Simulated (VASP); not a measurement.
# Lu (Pm-3m) in VASP: further runs, part 2 of 2

VASP 6.6.1. Earlier steps stand in the parts before.

### Step 5. Single point, PBEsol

This run uses another cell than the first one, of 30.58 Å³/atom.

File INCAR:

```
SYSTEM = Lu
ALGO = Normal
EDIFF = 1E-6
ENCUT = 520
GGA = PS
ISIF = 2
ISMEAR = -1
LASPH = .TRUE.
LCHARG = .FALSE.
LREAL = .FALSE.
LWAVE = .FALSE.
NBANDS = 18
NELM = 60
PREC = Accurate
SIGMA = 0.1
```

File KPOINTS:

```
k-points
0
G
  16 16 16
  0 0 0
```

File POSCAR:

```
Lu
1.0
    3.1271331035      0.0000000000      0.0000000000
    0.0000000000      3.1271331035      0.0000000000
    0.0000000000      0.0000000000      3.1271331035
Lu
1
Direct
    0.0000000000      0.0000000000      0.0000000000
```

Potentials or basis: VASP PAW PBE potentials, release 64 (Lu).

Launch:

```bash
$ cat potpaw_PBE.64/Lu/POTCAR > POTCAR
$ mpirun -np 1 vasp_std > vasp.out
```

OUTCAR:

```text
SYSTEM = Lu
   EDIFF = 1E-6
   ENCUT = 520
   GGA = PS
   ISIF = 2
   ISMEAR = -1
   LASPH = .TRUE.
   LREAL = .FALSE.
   NELM = 60
   PREC = Accurate

 ion  position               nearest neighbor table
   1  0.000  0.000  0.000-

  LATTYP: Found a simple cubic cell.
 ALAT       =     3.1271331035

  Lattice vectors:

 A1 = (   3.1271331035,   0.0000000000,   0.0000000000)
 A2 = (   0.0000000000,   3.1271331035,   0.0000000000)
 A3 = (   0.0000000000,   0.0000000000,   3.1271331035)

Analysis of symmetry for initial positions (statically):
=====================================================================
 Subroutine PRICEL returns:
 Original cell was already a primitive cell.

 Routine SETGRP: Setting up the symmetry group for a
 simple cubic supercell.

 Subroutine GETGRP returns: Found 48 space group operations
 (whereof 48 operations were pure point group operations)
 out of a pool of 48 trial point group operations.

The static configuration has the point symmetry O_h .

Analysis of symmetry for dynamics (positions and initial velocities):
=====================================================================
 Subroutine PRICEL returns:
 Original cell was already a primitive cell.

 Routine SETGRP: Setting up the symmetry group for a
 simple cubic supercell.

 Subroutine GETGRP returns: Found 48 space group operations
 (whereof 48 operations were pure point group operations)
 out of a pool of 48 trial point group operations.

The dynamic configuration has the point symmetry O_h .

 Subroutine INISYM returns: Found 48 space group operations
 (whereof 48 operations are pure point group operations),
 and found     1 'primitive' translations

----------------------------------------------------------------------------------------

                                     Primitive cell

  volume of cell :      30.5801

  direct lattice vectors                    reciprocal lattice vectors
     3.127133103  0.000000000  0.000000000     0.319781719  0.000000000  0.000000000
     0.000000000  3.127133103  0.000000000     0.000000000  0.319781719  0.000000000
     0.000000000  0.000000000  3.127133103     0.000000000  0.000000000  0.319781719

  length of vectors
     3.127133103  3.127133103  3.127133103     0.319781719  0.319781719  0.319781719

  position of ions in fractional coordinates (direct lattice)
     0.000000000  0.000000000  0.000000000

  ion indices of the primitive-cell ions
   primitive index   ion index
                 1           1

----------------------------------------------------------------------------------------

 KPOINTS: k-points

Automatic generation of k-mesh.
 Grid dimensions read from file:
 generate k-points for:   16   16   16

 Generating k-lattice:

  Cartesian coordinates                     Fractional coordinates (reciprocal lattice)
     0.019986357  0.000000000  0.000000000     0.062500000  0.000000000  0.000000000
     0.000000000  0.019986357  0.000000000     0.000000000  0.062500000  0.000000000
     0.000000000  0.000000000  0.019986357     0.000000000  0.000000000  0.062500000

  Length of vectors
     0.019986357  0.019986357  0.019986357

  Shift w.r.t. Gamma in fractional coordinates (k-lattice)
     0.000000000  0.000000000  0.000000000

 Subroutine IBZKPT returns following result:
 ===========================================

 Found    165 irreducible k-points:

 Following reciprocal coordinates:
            Coordinates               Weight
  0.000000  0.000000  0.000000      1.000000
  0.062500  0.000000  0.000000      6.000000
  0.125000  0.000000  0.000000      6.000000
  0.187500  0.000000  0.000000      6.000000
  0.250000  0.000000  0.000000      6.000000
  0.312500  0.000000  0.000000      6.000000
[... 16 lines left out ...]
  0.437500  0.125000  0.000000     24.000000
  0.500000  0.125000  0.000000     12.000000
 [... further k-points ...]
   k-points           NKPTS =    165   k-points in BZ     NKDIM =    165   number of bands    NBANDS=     18
   number of dos      NEDOS =    301   number of ions     NIONS =      1
   total plane-waves  NPLWV =  13824
   dimension x,y,z NGX =    24 NGY =   24 NGZ =   24
   dimension x,y,z NGXF=    48 NGYF=   48 NGZF=   48
   ions per type =               1
   NGX,Y,Z   is equivalent  to a cutoff of  12.76, 12.76, 12.76 a.u.
   NGXF,Y,Z  is equivalent  to a cutoff of  25.52, 25.52, 25.52 a.u.
 SYSTEM =  Lu
   PREC   = accura    normal or accurate (medium, high low for compatibility)
   ISTART =      0    job   : 0-new  1-cont  2-samecut
   ICHARG =      2    charge: 1-file 2-atom 10-const
   ISPIN  =      1    spin polarized calculation?
   LNONCOLLINEAR =      F non collinear calculations
   LSORBIT =      F    spin-orbit coupling
   LASPH  =      T    aspherical Exc in radial PAW
   ENCUT  =  520.0 eV  38.22 Ry    6.18 a.u.   5.81  5.81  5.81*2*pi/ulx,y,z
   NELM   =     60;   NELMIN=  2; NELMDL= -5     # of ELM steps
   EDIFF  = 0.1E-05   stopping-criterion for ELM
   LREAL  =      F    real-space projection
   EDIFFG = 0.1E-04   stopping-criterion for IOM
   NSW    =      0    number of steps for IOM
   IBRION =     -1    ionic relax: 0-MD 1-quasi-New 2-CG
   NFREE  =      0    steps in history (QN), initial steepest desc. (CG)
   ISIF   =      2    stress and relaxation
   ISYM   =      2    0-nonsym 1-usesym 2-fastsym
   POTIM  = 0.5000    time-step for ionic-motion
   TEBEG  =    0.0;   TEEND  =   0.0 temperature during run
   PSTRESS=    0.0 pullay stress
   NELECT =      25.0000    total number of electrons
   NUPDOWN=      -1.0000    fix difference up-down
   EMIN   =  10.00;   EMAX   =-10.00  energy-range for DOS
   EFERMI =   0.00;   METHOD = LEGACY
   ISMEAR =    -1;   SIGMA  =   0.10  broadening in eV -4-tet -1-fermi 0-gaus
   EFERMI_NEDOS =   21; number of points for ismear=-14 and -15
   IALGO  =     38    algorithm
   IMIX   =      4    mixing-type and parameters
     AMIX     =   0.40;   BMIX     =  1.00
     AMIX_MAG =   1.60;   BMIX_MAG =  1.00
  volume/ion in A,a.u.               =      30.58       206.36
  Fermi-wavevector in a.u.,A,eV,Ry     =   1.530765  2.892726 31.881728  2.343241
  Thomas-Fermi vector in A             =   2.638203
   LORBIT       =      0    0 simple, 1 ext, 2 COOP (PROOUT), +10 PAW based schemes
   GGA     = PS    functional components
   LHFCALC =     F    Hartree Fock is set to
   AEXX    =    0.0000 exact exchange contribution
   IVDW    =     0    specifies the selected vdW correction
   LEPSILON=     F    determine dielectric tensor
   LRPA    =     F    only Hartree local field effects (RPA)
 non-spin polarized calculation
  energy-cutoff  :      520.00
  volume of cell :       30.58
 maximum number of plane-waves:       844
 NGX is ok and might be reduce to    24
   NGX = 11   NGY = 11   NGZ = 11

 number of electron      24.9999988 magnetization

 Free energy of the ion-electron system (eV)
  ---------------------------------------------------
  ext. energy  EPLUGINS =         0.00000000
  ---------------------------------------------------
  free energy    TOTEN  =        -4.10667671 eV

  energy without entropy =       -4.04460149  energy(sigma->0) =       -4.07563910

 E-fermi :   1.8377     XC(G=0): -10.4910

 val. band max:        1.8237957717   @ k =   0.1250   0.1250   0.0000
 cond. band min:       1.8406004041   @ k =   0.3125   0.2500   0.0000
 fundamental gap:      0.0168046323
 Fermi energy:         1.8377457146

 k-point     1 :       0.0000    0.0000    0.0000
  band No.  band energies     occupation
      1     -54.6956      2.00000
      2     -25.0481      2.00000
      3     -25.0481      2.00000
      4     -25.0481      2.00000
      5      -3.9595      2.00000
      6      -3.4215      2.00000
[... 10 lines left out ...]
     17       8.2988      0.00000
     18      12.9587      0.00000

 k-point     2 :       0.0625    0.0000    0.0000
  band No.  band energies     occupation
      1     -54.6942      2.00000
      2     -25.0750      2.00000
      3     -25.0459      2.00000
      4     -25.0459      2.00000
      5      -3.8730      2.00000
      6      -3.4232      2.00000
[... 10 lines left out ...]
     17       8.3109      0.00000
     18      12.4574      0.00000
[... 442 lines left out ...]
 k-point    24 :       0.5000    0.1250    0.0000
  band No.  band energies     occupation
      1     -54.6539      2.00000
      2     -25.7029      2.00000
      3     -25.0868      2.00000
      4     -24.9807      2.00000
      5      -3.4852      2.00000
      6      -3.4571      2.00000
[... 10 lines left out ...]
     17       8.0827      0.00000
     18      10.6487      0.00000

 [... further k-points ...]

------------------------ aborting loop because EDIFF is reached ----------------------------------------

  FORCE on cell =-STRESS in cart. coord.  units (eV):
  Direction    XX          YY          ZZ          XY          YZ          ZX
  --------------------------------------------------------------------------------------
  -------------------------------------------------------------------------------------
  Total        0.0261589      0.0261589      0.0261589      0.0000000      0.0000000      0.0000000
  in kB        1.3705363      1.3705363      1.3705363      0.0000000      0.0000000      0.0000000
  external PRESSURE =       1.3705363 kB  Pullay stress =       0.0000000 kB

 VOLUME and BASIS-vectors are now :
 -----------------------------------------------------------------------------
  energy-cutoff  :      520.00
  volume of cell :       30.58
      direct lattice vectors                 reciprocal lattice vectors
     3.127133103  0.000000000  0.000000000     0.319781719  0.000000000  0.000000000
     0.000000000  3.127133103  0.000000000     0.000000000  0.319781719  0.000000000
     0.000000000  0.000000000  3.127133103     0.000000000  0.000000000  0.319781719

 POSITION                                       TOTAL-FORCE (eV/Angst)
 -----------------------------------------------------------------------------------
      0.00000      0.00000      0.00000         0.000000      0.000000      0.000000
 -----------------------------------------------------------------------------------
    total drift:                               -0.000000      0.000000     -0.000000

  FREE ENERGIE OF THE ION-ELECTRON SYSTEM (eV)
  ---------------------------------------------------
  free  energy   TOTEN  =        -4.1066767081 eV

  energy  without entropy=       -4.0446014882  energy(sigma->0) =       -4.07563910
```

OSZICAR:

```text
N       E                     dE             d eps       ncg     rms          rms(c)
DAV:   1     0.862877482182E+02    0.86288E+02   -0.10321E+04  7324   0.463E+03
DAV:   2     0.213829055946E+01   -0.84149E+02   -0.82401E+02  6170   0.363E+02
DAV:   3    -0.397027548657E+01   -0.61086E+01   -0.60320E+01  6742   0.745E+01
DAV:   4    -0.420436388859E+01   -0.23409E+00   -0.23279E+00  8586   0.118E+01
DAV:   5    -0.421004637783E+01   -0.56825E-02   -0.56795E-02  6944   0.156E+00    0.297E+00
DAV:   6    -0.412307796445E+01    0.86968E-01   -0.25839E-01  9092   0.774E+00    0.122E+00
DAV:   7    -0.410777551989E+01    0.15302E-01   -0.34036E-02  8774   0.128E+00    0.263E-01
DAV:   8    -0.410647454179E+01    0.13010E-02   -0.52846E-03  9296   0.658E-01    0.894E-02
DAV:   9    -0.410667076936E+01   -0.19623E-03   -0.45766E-04  7970   0.229E-01    0.355E-02
DAV:  10    -0.410667650499E+01   -0.57356E-05   -0.68306E-05  8038   0.534E-02    0.707E-03
DAV:  11    -0.410667670805E+01   -0.20307E-06   -0.23760E-06  5484   0.129E-02
   1 F= -.41066767E+01 E0= -.40756391E+01  d E =-.620752E-01
```

It took 28 s on 1 thread of AMD EPYC 9R45 (Zen 5), shared host; peak memory 0.19 GiB.

Results:

```yaml
Free_energy: -4.1067 eV
Pressure: 0.1 GPa
Band_gap_on_the_k_mesh: zero (an odd number of electrons rules out a gap without spin polarisation)
```

Caveat: the PAW data sets were made with another functional, which shifts forces and pressure a little; spin-orbit coupling is left out, which moves the levels of the heavy elements.

### Step 6. Overview

```tsv
cell	k mesh	gap on the mesh (eV)	pressure (GPa)
a = 3.168 Å, 1 atom	11 × 11 × 11	none	-1.0
a = 3.208 Å, 1 atom	11 × 11 × 11	none	-2.1
a = 3.248 Å, 1 atom	11 × 11 × 11	none	-2.9
a = 3.127 Å, 1 atom	16 × 16 × 16	none	0.1
```

Alike in all rows: task single point; level PBEsol; potentials or basis VASP PAW PBE potentials, release 64 (Lu); no spin polarisation; cutoff (eV) 520; smearing fermi-dirac 0.1 eV.

Caveats: the PAW data sets were made with another functional, which shifts forces and pressure a little; spin-orbit coupling is left out, which moves the levels of the heavy elements.

Total energies depend on the potentials used, so only differences within one code and one set of settings carry meaning.
